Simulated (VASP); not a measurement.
PtS2: single point with PBE+D3(BJ)

The system is PtS2.

```
CELL_PARAMETERS angstrom
3.55451 0.00000 0.00000
-1.77726 3.07830 0.00000
0.00000 0.00000 4.31270
ATOMIC_POSITIONS crystal
Pt 0.00000 0.00000 0.00000
S 0.33333 0.66667 0.27692
S 0.66667 0.33333 0.72308
```

This cell differs from its parent crystal: volume scaled by 0.91, then relaxed in part.

```
Program                : VASP 6.6.1
Task                   : single point
Functional             : PBE
Dispersion             : D3(BJ)
Potentials or basis    : VASP PAW PBE potentials, release 64 (Pt, S)
Cutoff                 : 520 eV
k mesh                 : 12 × 12 × 8
Occupations            : gaussian, width 0.01 eV
Spin                   : no spin polarisation
Dipole correction      : no
Further INCAR settings : ALGO = Normal; EDIFF = 1e-07; NBANDS = 18
```

The pressure is 6.1 GPa. The largest force is 0.041 eV/Å, the band gap on the k mesh is zero (band 11 reaches 9.75 eV, above the bottom of band 12 at 9.29 eV) and the dispersion energy per atom is -0.499 eV.

Forces on the atoms (eV/Å):
```
Pt   0.000  0.000  0.000
S    0.000  0.000 -0.041
S    0.000  0.000  0.041
```

Stress tensor (GPa, compression positive):
```
6.01 0.00 0.00
0.00 6.01 0.00
0.00 0.00 6.28
```

Levels at points of the mesh, in eV from the Fermi level:
```
           k point  band 9  band 10  band 11  band 12  band 13  band 14
(0.00, 0.00, 0.00)   -1.63    -1.63     0.44     0.68     0.68     3.04
(0.50, 0.00, 0.00)   -3.67    -3.59    -3.12     0.68     2.75     5.76
(0.00, 0.00, 0.50)   -2.60    -2.60    -1.57     2.57     2.57     5.62
(0.50, 0.00, 0.50)   -3.30    -3.09    -1.37     0.32     1.83     4.84
```

Wall time 110 s on 1 thread of Intel(R) Xeon(R) Platinum 8375C CPU @ 2.90GHz (Ice Lake), on a shared host, peak memory 0.25 GiB.

Caveat: spin-orbit coupling is left out, which moves the levels of the heavy elements; pairwise dispersion overbinds metals, which lowers pressure and volume.
